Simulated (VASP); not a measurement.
# NaH (Fm-3m) in VASP: single point with r2SCAN

Aim: the single point of NaH with r2SCAN.

All numbers are computed with VASP 6.6.1; they aren't measurements. Logs are shortened: lines on timing, memory, paths and dates and some standing lists are left out, and cuts for length are marked.

### Step 1. The cell of the first run

Symmetry: Fm-3m, No. 225, cubic system. Conventional cell: a = 4.953 Å, b = 4.953 Å, c = 4.953 Å, α = 90.00°, β = 90.00°, γ = 90.00°. Within 3.3 Å of Na (site symmetry m-3m) lie 6 H at 2.48 Å. Within 3.3 Å of H (site symmetry m-3m) lie 6 Na at 2.48 Å.

### Step 2. Single point, r2SCAN

File POSCAR:

```
NaH
1.0
    2.4764608803      2.4764608803      0.0000000000
   -2.4764608803      2.4764608803      0.0000000000
    0.0000000000      2.4764608803      2.4764608803
Na H
1 1
Direct
    0.0000000000      0.0000000000      0.0000000000
    0.5000000000      0.5000000000      0.0000000000
```

File INCAR.step1:

```
PREC = Accurate
ENCUT = 1250
ISMEAR = 0
SIGMA = 0.01
LREAL = False
LASPH = True
NELM = 120
NBANDS = 12
GGA = PE
ALGO = Normal
EDIFF = 1E-5
LWAVE = True
LCHARG = False
GGA_COMPAT = False
```

File INCAR.step2:

```
PREC = Accurate
ENCUT = 1250
EDIFF = 1E-6
ISMEAR = 0
SIGMA = 0.01
LREAL = False
LASPH = True
NELM = 120
ALGO = Normal
ISIF = 2
LWAVE = False
LCHARG = True
METAGGA = R2SCAN
LMIXTAU = True
LELF = True
LVHAR = True
NBANDS = 12
ISTART = 1
GGA_COMPAT = False
```

File KPOINTS:

```
Automatic mesh
0
Gamma
  8 8 8
```

Potentials or basis: VASP PAW PBE potentials, release 64 (Na_sv, H).

Command:

```sh
$ cat potpaw_PBE.64/Na_sv/POTCAR potpaw_PBE.64/H/POTCAR > POTCAR
$ cp INCAR.step1 INCAR
$ mpirun -np 1 vasp_std > vasp.out
$ cp INCAR.step2 INCAR
$ mpirun -np 1 vasp_std > vasp.out
```

OUTCAR:

```text
PREC = Accurate
   ENCUT = 1250
   EDIFF = 1E-6
   ISMEAR = 0
   LREAL = False
   LASPH = True
   NELM = 120
   ISIF = 2
   METAGGA = R2SCAN
   ISTART = 1

 ion  position               nearest neighbor table
   1  0.000  0.000  0.000-
   2  0.500  0.500  0.000-

  LATTYP: Found a face centered cubic cell.
 ALAT       =     4.9529217606

  Lattice vectors:

 A1 = (   0.0000000000,   2.4764608803,   2.4764608803)
 A2 = (   2.4764608803,   0.0000000000,   2.4764608803)
 A3 = (   2.4764608803,   2.4764608803,   0.0000000000)

Analysis of symmetry for initial positions (statically):
=====================================================================
 Subroutine PRICEL returns:
 Original cell was already a primitive cell.

 Routine SETGRP: Setting up the symmetry group for a
 face centered cubic supercell.

 Subroutine GETGRP returns: Found 48 space group operations
 (whereof 48 operations were pure point group operations)
 out of a pool of 48 trial point group operations.

The static configuration has the point symmetry O_h .

Analysis of symmetry for dynamics (positions and initial velocities):
=====================================================================
 Subroutine PRICEL returns:
 Original cell was already a primitive cell.

 Routine SETGRP: Setting up the symmetry group for a
 face centered cubic supercell.

 Subroutine GETGRP returns: Found 48 space group operations
 (whereof 48 operations were pure point group operations)
 out of a pool of 48 trial point group operations.

The dynamic configuration has the point symmetry O_h .

 Subroutine INISYM returns: Found 48 space group operations
 (whereof 48 operations are pure point group operations),
 and found     1 'primitive' translations

----------------------------------------------------------------------------------------

                                     Primitive cell

  volume of cell :      30.3756

  direct lattice vectors                    reciprocal lattice vectors
     2.476460880  2.476460880  0.000000000     0.201901029  0.201901029 -0.201901029
    -2.476460880  2.476460880  0.000000000    -0.201901029  0.201901029 -0.201901029
     0.000000000  2.476460880  2.476460880     0.000000000  0.000000000  0.403802058

  length of vectors
     3.502244564  3.502244564  3.502244564     0.349702840  0.349702840  0.403802058

  position of ions in fractional coordinates (direct lattice)
     0.000000000  0.000000000  0.000000000
     0.500000000  0.500000000  0.000000000

  ion indices of the primitive-cell ions
   primitive index   ion index
                 1           1
                 2           2

----------------------------------------------------------------------------------------

 KPOINTS: Automatic mesh

Automatic generation of k-mesh.
 Grid dimensions read from file:
 generate k-points for:    8    8    8

 Generating k-lattice:

  Cartesian coordinates                     Fractional coordinates (reciprocal lattice)
     0.025237629  0.025237629 -0.025237629     0.125000000  0.000000000  0.000000000
    -0.025237629  0.025237629 -0.025237629     0.000000000  0.125000000  0.000000000
     0.000000000  0.000000000  0.050475257     0.000000000  0.000000000  0.125000000

  Length of vectors
     0.043712855  0.043712855  0.050475257

  Shift w.r.t. Gamma in fractional coordinates (k-lattice)
     0.000000000  0.000000000  0.000000000

 Subroutine IBZKPT returns following result:
 ===========================================

 Found     29 irreducible k-points:

 Following reciprocal coordinates:
            Coordinates               Weight
  0.000000  0.000000  0.000000      1.000000
  0.125000  0.000000  0.000000      8.000000
  0.250000  0.000000  0.000000      8.000000
  0.375000  0.000000  0.000000      8.000000
  0.500000  0.000000  0.000000      4.000000
  0.125000  0.125000  0.000000     12.000000
[... 16 lines left out ...]
  0.375000  0.250000  0.125000     48.000000
  0.500000  0.250000  0.125000     24.000000
 [... further k-points ...]
   k-points           NKPTS =     29   k-points in BZ     NKDIM =     29   number of bands    NBANDS=     12
   number of dos      NEDOS =    301   number of ions     NIONS =      2
   total plane-waves  NPLWV =  64000
   dimension x,y,z NGX =    40 NGY =   40 NGZ =   40
   dimension x,y,z NGXF=    80 NGYF=   80 NGZF=   80
   ions per type =               1   1
   NGX,Y,Z   is equivalent  to a cutoff of  18.99, 18.99, 18.99 a.u.
   NGXF,Y,Z  is equivalent  to a cutoff of  37.97, 37.97, 37.97 a.u.
 SYSTEM =  unknown system
   PREC   = accura    normal or accurate (medium, high low for compatibility)
   ISTART =      1    job   : 0-new  1-cont  2-samecut
   ICHARG =      0    charge: 1-file 2-atom 10-const
   ISPIN  =      1    spin polarized calculation?
   LNONCOLLINEAR =      F non collinear calculations
   LSORBIT =      F    spin-orbit coupling
   LASPH  =      T    aspherical Exc in radial PAW
   ENCUT  = 1250.0 eV  91.87 Ry    9.59 a.u.  10.10 10.10 10.10*2*pi/ulx,y,z
   NELM   =    120;   NELMIN=  2; NELMDL=  0     # of ELM steps
   EDIFF  = 0.1E-05   stopping-criterion for ELM
   LREAL  =      F    real-space projection
   EDIFFG = 0.1E-04   stopping-criterion for IOM
   NSW    =      0    number of steps for IOM
   IBRION =     -1    ionic relax: 0-MD 1-quasi-New 2-CG
   NFREE  =      0    steps in history (QN), initial steepest desc. (CG)
   ISIF   =      2    stress and relaxation
   ISYM   =      2    0-nonsym 1-usesym 2-fastsym
   POTIM  = 0.5000    time-step for ionic-motion
   TEBEG  =    0.0;   TEEND  =   0.0 temperature during run
   PSTRESS=    0.0 pullay stress
   NELECT =      10.0000    total number of electrons
   NUPDOWN=      -1.0000    fix difference up-down
   EMIN   =  10.00;   EMAX   =-10.00  energy-range for DOS
   EFERMI =   0.00;   METHOD = LEGACY
   ISMEAR =     0;   SIGMA  =   0.01  broadening in eV -4-tet -1-fermi 0-gaus
   EFERMI_NEDOS =   21; number of points for ismear=-14 and -15
   IALGO  =     38    algorithm
   IMIX   =      4    mixing-type and parameters
     AMIX     =   0.40;   BMIX     =  1.00
     AMIX_MAG =   1.60;   BMIX_MAG =  1.00
  volume/ion in A,a.u.               =      15.19       102.49
  Fermi-wavevector in a.u.,A,eV,Ry     =   1.130403  2.136152 17.385678  1.277811
  Thomas-Fermi vector in A             =   2.267099
   LORBIT       =      0    0 simple, 1 ext, 2 COOP (PROOUT), +10 PAW based schemes
   METAGGA = R2SCAN    functional components
   LHFCALC =     F    Hartree Fock is set to
   AEXX    =    0.0000 exact exchange contribution
   IVDW    =     0    specifies the selected vdW correction
   LEPSILON=     F    determine dielectric tensor
   LRPA    =     F    only Hartree local field effects (RPA)
 non-spin polarized calculation
 Gauss-broadening in eV      SIGMA  =   0.01
  energy-cutoff  :     1250.00
  volume of cell :       30.38
 maximum number of plane-waves:      3071
   NGX = 21   NGY = 21   NGZ = 21

 number of electron       9.9999996 magnetization

 Free energy of the ion-electron system (eV)
  ---------------------------------------------------
  ext. energy  EPLUGINS =         0.00000000
  ---------------------------------------------------
  free energy    TOTEN  =        -7.56861133 eV

  energy without entropy =       -7.56861133  energy(sigma->0) =       -7.56861133

 E-fermi :  -1.1823     XC(G=0):  -7.6770

 val. band max:       -1.3295620322   @ k =   0.5000   0.5000   0.2500
 cond. band min:       2.9027278694   @ k =   0.5000   0.0000   0.0000
 fundamental gap:      4.2322899016
 Fermi energy:        -1.1822915129

 k-point     1 :       0.0000    0.0000    0.0000
  band No.  band energies     occupation
      1     -53.9640      2.00000
      2     -24.3532      2.00000
      3     -24.3532      2.00000
      4     -24.3532      2.00000
      5      -4.7051      2.00000
      6       9.4290      0.00000
      7      14.7153      0.00000
      8      14.7153      0.00000
      9      14.7153      0.00000
     10      15.2083      0.00000
     11      15.2083      0.00000
     12      15.2083      0.00000

 k-point     2 :       0.1250    0.0000    0.0000
  band No.  band energies     occupation
      1     -53.9634      2.00000
      2     -24.3632      2.00000
      3     -24.3544      2.00000
      4     -24.3544      2.00000
      5      -4.4507      2.00000
      6       8.5227      0.00000
      7      12.0511      0.00000
      8      13.7447      0.00000
      9      13.7447      0.00000
     10      16.3644      0.00000
     11      16.3644      0.00000
     12      16.4867      0.00000

 k-point     3 :       0.2500    0.0000    0.0000
  band No.  band energies     occupation
      1     -53.9619      2.00000
      2     -24.3875      2.00000
      3     -24.3572      2.00000
      4     -24.3572      2.00000
      5      -3.7305      2.00000
      6       6.2272      0.00000
      7      10.5974      0.00000
      8      12.9205      0.00000
      9      12.9205      0.00000
     10      16.4648      0.00000
     11      16.4648      0.00000
     12      17.7733      0.00000

 k-point     4 :       0.3750    0.0000    0.0000
  band No.  band energies     occupation
      1     -53.9604      2.00000
      2     -24.4115      2.00000
      3     -24.3601      2.00000
      4     -24.3601      2.00000
      5      -2.7385      2.00000
      6       3.9510      0.00000
      7      10.0007      0.00000
      8      12.4398      0.00000
      9      12.4398      0.00000
     10      15.7195      0.00000
     11      15.7195      0.00000
     12      18.1401      0.00000

 k-point     5 :       0.5000    0.0000    0.0000
  band No.  band energies     occupation
      1     -53.9598      2.00000
      2     -24.4214      2.00000
      3     -24.3613      2.00000
      4     -24.3613      2.00000
      5      -2.1458      2.00000
      6       2.9027      0.00000
      7       9.8296      0.00000
      8      12.2832      0.00000
      9      12.2832      0.00000
     10      15.4252      0.00000
     11      15.4252      0.00000
     12      18.0235      0.00000
[... 228 lines left out ...]
      1     -53.9584      2.00000
      2     -24.4136      2.00000
      3     -24.3765      2.00000
      4     -24.3765      2.00000
      5      -1.4775      2.00000
      6       3.6850      0.00000
      7       9.2279      0.00000
      8       9.5745      0.00000
      9       9.5746      0.00000
     10      10.9254      0.00000
     11      22.7265      0.00000
     12      24.8637      0.00000

 k-point    22 :       0.2500    0.2500    0.1250
  band No.  band energies     occupation
      1     -53.9608      2.00000
      2     -24.3929      2.00000
      3     -24.3692      2.00000
      4     -24.3611      2.00000
      5      -3.1497      2.00000
      6       5.8527      0.00000
      7       8.2923      0.00000
      8      11.2044      0.00000
      9      14.1303      0.00000
     10      14.4532      0.00000
     11      16.9766      0.00000
     12      19.6974      0.00000

 k-point    23 :       0.3750    0.2500    0.1250
  band No.  band energies     occupation
      1     -53.9596      2.00000
      2     -24.4056      2.00000
      3     -24.3761      2.00000
      4     -24.3648      2.00000
      5      -2.2763      2.00000
      6       4.4449      0.00000
      7       7.1210      0.00000
      8      10.3558      0.00000
      9      13.9931      0.00000
     10      15.3077      0.00000
     11      17.3070      0.00000
     12      19.4187      0.00000

 k-point    24 :       0.5000    0.2500    0.1250
  band No.  band energies     occupation
      1     -53.9591      2.00000
      2     -24.4110      2.00000
      3     -24.3782      2.00000
      4     -24.3669      2.00000
      5      -1.7857      2.00000
      6       3.6599      0.00000
      7       6.8477      0.00000
      8      10.0091      0.00000
      9      13.9135      0.00000
     10      15.1831      0.00000
     11      18.4137      0.00000
     12      20.4250      0.00000

 [... further k-points ...]
[... 5 lines left out ...]
  --------------------------------------------------------------------------------------
  -------------------------------------------------------------------------------------
  Total       -0.3898288     -0.3898288     -0.3898288     -0.0000000      0.0000000     -0.0000000
  in kB      -20.5617500    -20.5617500    -20.5617500     -0.0000000      0.0000000     -0.0000000
  external PRESSURE =     -20.5617500 kB  Pullay stress =       0.0000000 kB

 VOLUME and BASIS-vectors are now :
 -----------------------------------------------------------------------------
  energy-cutoff  :     1250.00
  volume of cell :       30.38
      direct lattice vectors                 reciprocal lattice vectors
     2.476460880  2.476460880  0.000000000     0.201901029  0.201901029 -0.201901029
    -2.476460880  2.476460880  0.000000000    -0.201901029  0.201901029 -0.201901029
     0.000000000  2.476460880  2.476460880     0.000000000  0.000000000  0.403802058

 POSITION                                       TOTAL-FORCE (eV/Angst)
 -----------------------------------------------------------------------------------
      0.00000      0.00000      0.00000        -0.000000     -0.000000      0.000000
      0.00000      2.47646      0.00000         0.000000      0.000000      0.000000
 -----------------------------------------------------------------------------------
    total drift:                               -0.000000     -0.000000      0.000000

  FREE ENERGIE OF THE ION-ELECTRON SYSTEM (eV)
  ---------------------------------------------------
  free  energy   TOTEN  =        -7.5686113254 eV

  energy  without entropy=       -7.5686113254  energy(sigma->0) =       -7.56861133
```

It took 53 s on 1 thread of Intel Xeon 6975P-C (Granite Rapids), shared host; peak memory 0.25 GiB.

What came out:

* Free energy: -7.5686 eV
* Pressure: -2.1 GPa
* Band gap on the k mesh: 4.23 eV (least direct gap 5.05 eV)

Levels at points of the mesh, in eV from the valence-band top:
```tsv
k point	band 2	band 3	band 4	band 5	band 6	band 7	band 8	band 9
(0.00, 0.00, 0.00)	-23.02	-23.02	-23.02	-3.38	10.76	16.04	16.04	16.04
(0.50, 0.00, 0.00)	-23.09	-23.03	-23.03	-0.82	4.23	11.16	13.61	13.61
(0.50, 0.50, 0.00)	-23.08	-23.05	-23.05	-0.15	5.01	10.56	10.90	10.90
```

Caveat: the PAW data sets were made with another functional, which shifts forces and pressure a little. A k mesh can miss the band edges.
